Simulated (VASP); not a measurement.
# W (Pm-3n) in VASP: single point with PBE

Aim: the single point of W with PBE.

Program: VASP 6.6.1. These are calculated values, not measurements. Logs are shortened: lines on timing, memory, paths and dates and some standing lists are left out, and cuts for length are marked.

## 1. The cell of the first run

It takes space group Pm-3n (No. 223, cubic). The conventional cell has a = 5.079 Å, b = 5.079 Å, c = 5.079 Å, α = 90.00°, β = 90.00°, γ = 90.00°. Within 3.7 Å of W (site symmetry m-3) lie 12 W at 2.84 Å. Within 3.4 Å of W (site symmetry -4m2) lie 14 W at 2.54 to 3.11 Å.

## 2. Single point, PBE

File INCAR:

```
PREC = Accurate
ENCUT = 520
EDIFF = 1E-6
ISMEAR = 0
SIGMA = 0.1
LREAL = F
LASPH = T
NELM = 100
ALGO = Fast
ISIF = 2
LWAVE = F
LCHARG = F
GGA = PE
NBANDS = 66
```

File KPOINTS:

```
regular mesh
0
Gamma
  8 8 8
```

File POSCAR:

```
W
1.0
    5.0786766932      0.0000000000      0.0000000000
    0.0000000000      5.0786766932      0.0000000000
    0.0000000000      0.0000000000      5.0786766932
W
8
Direct
    0.0000000000      0.0000000000      0.0000000000
    0.5000000000      0.5000000000      0.5000000000
    0.0000000000      0.5000000000      0.2500000000
    0.0000000000      0.5000000000      0.7500000000
    0.2500000000      0.0000000000      0.5000000000
    0.7500000000      0.0000000000      0.5000000000
    0.5000000000      0.7500000000      0.0000000000
    0.5000000000      0.2500000000      0.0000000000
```

Potentials or basis: VASP PAW PBE potentials, release 64 (W_sv).

Run with:

```sh
$ cat potpaw_PBE.64/W_sv/POTCAR > POTCAR
$ mpirun -np 1 vasp_std > vasp.out
```

OUTCAR:

```text
PREC = Accurate
   ENCUT = 520
   EDIFF = 1E-6
   ISMEAR = 0
   LREAL = F
   LASPH = T
   NELM = 100
   ISIF = 2
   GGA = PE

 ion  position               nearest neighbor table
   1  0.000  0.000  0.000-   3 2.84   4 2.84   5 2.84   6 2.84   7 2.84   8 2.84   5 2.84   6 2.84
                             3 2.84   4 2.84   7 2.84   8 2.84
   2  0.500  0.500  0.500-   3 2.84   4 2.84   5 2.84   6 2.84   7 2.84   8 2.84   7 2.84   8 2.84
                             5 2.84   6 2.84   3 2.84   4 2.84
   3  0.000  0.500  0.250-   4 2.54   4 2.54   1 2.84   2 2.84   1 2.84   2 2.84   8 3.11   5 3.11
                             6 3.11   5 3.11   6 3.11   7 3.11   7 3.11   8 3.11
   4  0.000  0.500  0.750-   3 2.54   3 2.54   1 2.84   2 2.84   1 2.84   2 2.84   8 3.11   5 3.11
                             6 3.11   5 3.11   6 3.11   7 3.11   7 3.11   8 3.11
   5  0.250  0.000  0.500-   6 2.54   6 2.54   1 2.84   1 2.84   2 2.84   2 2.84   8 3.11   4 3.11
                             7 3.11   8 3.11   3 3.11   3 3.11   4 3.11   7 3.11
   6  0.750  0.000  0.500-   5 2.54   5 2.54   1 2.84   1 2.84   2 2.84   2 2.84   8 3.11   4 3.11
                             7 3.11   8 3.11   3 3.11   3 3.11   4 3.11   7 3.11
   7  0.500  0.750  0.000-   8 2.54   8 2.54   1 2.84   2 2.84   2 2.84   1 2.84   3 3.11   4 3.11
                             5 3.11   6 3.11   5 3.11   6 3.11   3 3.11   4 3.11
   8  0.500  0.250  0.000-   7 2.54   7 2.54   1 2.84   2 2.84   2 2.84   1 2.84   3 3.11   4 3.11
                             5 3.11   6 3.11   5 3.11   6 3.11   3 3.11   4 3.11

  LATTYP: Found a simple cubic cell.
 ALAT       =     5.0786766932

  Lattice vectors:

 A1 = (   5.0786766932,   0.0000000000,   0.0000000000)
 A2 = (   0.0000000000,   5.0786766932,   0.0000000000)
 A3 = (   0.0000000000,   0.0000000000,   5.0786766932)

Analysis of symmetry for initial positions (statically):
=====================================================================
 Subroutine PRICEL returns:
 Original cell was already a primitive cell.

 Routine SETGRP: Setting up the symmetry group for a
 simple cubic supercell.

 Subroutine GETGRP returns: Found 48 space group operations
 (whereof 24 operations were pure point group operations)
 out of a pool of 48 trial point group operations.

The static configuration has the point symmetry T_h .
 The point group associated with its full space group is O_h .

Analysis of symmetry for dynamics (positions and initial velocities):
=====================================================================
 Subroutine PRICEL returns:
 Original cell was already a primitive cell.

 Routine SETGRP: Setting up the symmetry group for a
 simple cubic supercell.

 Subroutine GETGRP returns: Found 48 space group operations
 (whereof 24 operations were pure point group operations)
 out of a pool of 48 trial point group operations.

The dynamic configuration has the point symmetry T_h .
 The point group associated with its full space group is O_h .

 Subroutine INISYM returns: Found 48 space group operations
 (whereof 24 operations are pure point group operations),
 and found     1 'primitive' translations

----------------------------------------------------------------------------------------

                                     Primitive cell

  volume of cell :     130.9941

  direct lattice vectors                    reciprocal lattice vectors
     5.078676693  0.000000000  0.000000000     0.196901685  0.000000000  0.000000000
     0.000000000  5.078676693  0.000000000     0.000000000  0.196901685  0.000000000
     0.000000000  0.000000000  5.078676693     0.000000000  0.000000000  0.196901685

  length of vectors
     5.078676693  5.078676693  5.078676693     0.196901685  0.196901685  0.196901685

  position of ions in fractional coordinates (direct lattice)
     0.000000000  0.000000000  0.000000000
     0.500000000  0.500000000  0.500000000
     0.000000000  0.500000000  0.250000000
     0.000000000  0.500000000  0.750000000
     0.250000000  0.000000000  0.500000000
     0.750000000  0.000000000  0.500000000
     0.500000000  0.750000000  0.000000000
     0.500000000  0.250000000  0.000000000

  ion indices of the primitive-cell ions
   primitive index   ion index
                 1           1
                 2           2
                 3           3
                 4           4
                 5           5
                 6           6
                 7           7
                 8           8

----------------------------------------------------------------------------------------

 KPOINTS: regular mesh

Automatic generation of k-mesh.
 Grid dimensions read from file:
 generate k-points for:    8    8    8

 Generating k-lattice:

  Cartesian coordinates                     Fractional coordinates (reciprocal lattice)
     0.024612711  0.000000000  0.000000000     0.125000000  0.000000000  0.000000000
     0.000000000  0.024612711  0.000000000     0.000000000  0.125000000  0.000000000
     0.000000000  0.000000000  0.024612711     0.000000000  0.000000000  0.125000000

  Length of vectors
     0.024612711  0.024612711  0.024612711

  Shift w.r.t. Gamma in fractional coordinates (k-lattice)
     0.000000000  0.000000000  0.000000000

 Subroutine IBZKPT returns following result:
 ===========================================

 Found     35 irreducible k-points:

 Following reciprocal coordinates:
            Coordinates               Weight
  0.000000  0.000000  0.000000      1.000000
  0.125000  0.000000  0.000000      6.000000
  0.250000  0.000000  0.000000      6.000000
  0.375000  0.000000  0.000000      6.000000
  0.500000  0.000000  0.000000      3.000000
  0.125000  0.125000  0.000000     12.000000
[... 16 lines left out ...]
  0.375000  0.375000  0.125000     24.000000
  0.500000  0.375000  0.125000     24.000000
 [... further k-points ...]
   k-points           NKPTS =     35   k-points in BZ     NKDIM =     35   number of bands    NBANDS=     66
   number of dos      NEDOS =    301   number of ions     NIONS =      8
   total plane-waves  NPLWV =  64000
   dimension x,y,z NGX =    40 NGY =   40 NGZ =   40
   dimension x,y,z NGXF=    80 NGYF=   80 NGZF=   80
   ions per type =               8
   NGX,Y,Z   is equivalent  to a cutoff of  13.09, 13.09, 13.09 a.u.
   NGXF,Y,Z  is equivalent  to a cutoff of  26.19, 26.19, 26.19 a.u.
 SYSTEM =  unknown system
   PREC   = accura    normal or accurate (medium, high low for compatibility)
   ISTART =      0    job   : 0-new  1-cont  2-samecut
   ICHARG =      2    charge: 1-file 2-atom 10-const
   ISPIN  =      1    spin polarized calculation?
   LNONCOLLINEAR =      F non collinear calculations
   LSORBIT =      F    spin-orbit coupling
   LASPH  =      T    aspherical Exc in radial PAW
   ENCUT  =  520.0 eV  38.22 Ry    6.18 a.u.   9.44  9.44  9.44*2*pi/ulx,y,z
   NELM   =    100;   NELMIN=  2; NELMDL= -5     # of ELM steps
   EDIFF  = 0.1E-05   stopping-criterion for ELM
   LREAL  =      F    real-space projection
   EDIFFG = 0.1E-04   stopping-criterion for IOM
   NSW    =      0    number of steps for IOM
   IBRION =     -1    ionic relax: 0-MD 1-quasi-New 2-CG
   NFREE  =      0    steps in history (QN), initial steepest desc. (CG)
   ISIF   =      2    stress and relaxation
   ISYM   =      2    0-nonsym 1-usesym 2-fastsym
   POTIM  = 0.5000    time-step for ionic-motion
   TEBEG  =    0.0;   TEEND  =   0.0 temperature during run
   PSTRESS=    0.0 pullay stress
   NELECT =     112.0000    total number of electrons
   NUPDOWN=      -1.0000    fix difference up-down
   EMIN   =  10.00;   EMAX   =-10.00  energy-range for DOS
   EFERMI =   0.00;   METHOD = LEGACY
   ISMEAR =     0;   SIGMA  =   0.10  broadening in eV -4-tet -1-fermi 0-gaus
   EFERMI_NEDOS =   21; number of points for ismear=-14 and -15
   IALGO  =     68    algorithm
   IMIX   =      4    mixing-type and parameters
     AMIX     =   0.40;   BMIX     =  1.00
     AMIX_MAG =   1.60;   BMIX_MAG =  1.00
  volume/ion in A,a.u.               =      16.37       110.50
  Fermi-wavevector in a.u.,A,eV,Ry     =   1.553807  2.936269 32.848746  2.414315
  Thomas-Fermi vector in A             =   2.657984
   LORBIT       =      0    0 simple, 1 ext, 2 COOP (PROOUT), +10 PAW based schemes
   GGA     = PE    functional components
   LHFCALC =     F    Hartree Fock is set to
   AEXX    =    0.0000 exact exchange contribution
   IVDW    =     0    specifies the selected vdW correction
   LEPSILON=     F    determine dielectric tensor
   LRPA    =     F    only Hartree local field effects (RPA)
 non-spin polarized calculation
 RMM-DIIS sequential band-by-band and
 Gauss-broadening in eV      SIGMA  =   0.10
  energy-cutoff  :      520.00
  volume of cell :      130.99
 maximum number of plane-waves:      3575
 NGX is ok and might be reduce to    40
   NGX = 19   NGY = 19   NGZ = 19

 number of electron     111.9999984 magnetization

 Free energy of the ion-electron system (eV)
  ---------------------------------------------------
  ext. energy  EPLUGINS =         0.00000000
  ---------------------------------------------------
  free energy    TOTEN  =      -102.92548251 eV

  energy without entropy =     -102.91540735  energy(sigma->0) =     -102.92044493

 E-fermi :  10.7692     XC(G=0): -13.4435

 val. band max:       10.6993695672   @ k =   0.3750   0.3750   0.1250
 cond. band min:      10.7931202710   @ k =   0.1250   0.1250   0.0000
 fundamental gap:      0.0937507039
 Fermi energy:        10.7691823851

 k-point     1 :       0.0000    0.0000    0.0000
  band No.  band energies     occupation
      1     -63.2994      2.00000
      2     -63.2561      2.00000
      3     -63.2561      2.00000
      4     -63.1215      2.00000
      5     -63.1215      2.00000
      6     -63.1215      2.00000
[... 58 lines left out ...]
     65      12.5577      0.00000
     66      13.6777      0.00000

 k-point     2 :       0.1250    0.0000    0.0000
  band No.  band energies     occupation
      1     -63.2963      2.00000
      2     -63.2570      2.00000
      3     -63.2523      2.00000
      4     -63.1273      2.00000
      5     -63.1215      2.00000
      6     -63.1215      2.00000
[... 1576 lines left out ...]
     65      13.1742      0.00000
     66      13.5214      0.00000

 [... further k-points ...]

------------------------ aborting loop because EDIFF is reached ----------------------------------------

  FORCE on cell =-STRESS in cart. coord.  units (eV):
  Direction    XX          YY          ZZ          XY          YZ          ZX
  --------------------------------------------------------------------------------------
  -------------------------------------------------------------------------------------
  Total        0.4603009      0.4603009      0.4603009     -0.0000000     -0.0000000      0.0000000
  in kB        5.6299007      5.6299007      5.6299007     -0.0000000     -0.0000000      0.0000000
  external PRESSURE =       5.6299007 kB  Pullay stress =       0.0000000 kB

 VOLUME and BASIS-vectors are now :
 -----------------------------------------------------------------------------
  energy-cutoff  :      520.00
  volume of cell :      130.99
      direct lattice vectors                 reciprocal lattice vectors
     5.078676693  0.000000000  0.000000000     0.196901685  0.000000000  0.000000000
     0.000000000  5.078676693  0.000000000     0.000000000  0.196901685  0.000000000
     0.000000000  0.000000000  5.078676693     0.000000000  0.000000000  0.196901685

 POSITION                                       TOTAL-FORCE (eV/Angst)
 -----------------------------------------------------------------------------------
      0.00000      0.00000      0.00000        -0.000000     -0.000000      0.000000
      2.53934      2.53934      2.53934        -0.000000     -0.000000      0.000000
      0.00000      2.53934      1.26967        -0.000000     -0.000000     -0.000000
      0.00000      2.53934      3.80901         0.000000      0.000000      0.000000
      1.26967      0.00000      2.53934         0.000000     -0.000000      0.000000
      3.80901      0.00000      2.53934        -0.000000      0.000000     -0.000000
      2.53934      3.80901      0.00000        -0.000000      0.000000     -0.000000
      2.53934      1.26967      0.00000         0.000000     -0.000000      0.000000
 -----------------------------------------------------------------------------------
    total drift:                                0.000000     -0.000000      0.000000

  FREE ENERGIE OF THE ION-ELECTRON SYSTEM (eV)
  ---------------------------------------------------
  free  energy   TOTEN  =      -102.9254825072 eV

  energy  without entropy=     -102.9154073473  energy(sigma->0) =     -102.92044493
```

Run time: 3.6 min. Hardware: 1 thread of Intel Xeon Platinum 8488C (Sapphire Rapids), shared host; peak memory 0.36 GiB.

Results:

| Item | Value |
| --- | --- |
| Free energy | -102.9255 eV |
| Pressure | 0.6 GPa |
| Band gap on the k mesh | zero (bands 56 and 57 overlap by 0.81 eV) |

Caveat: spin-orbit coupling is left out, which moves the levels of the heavy elements.
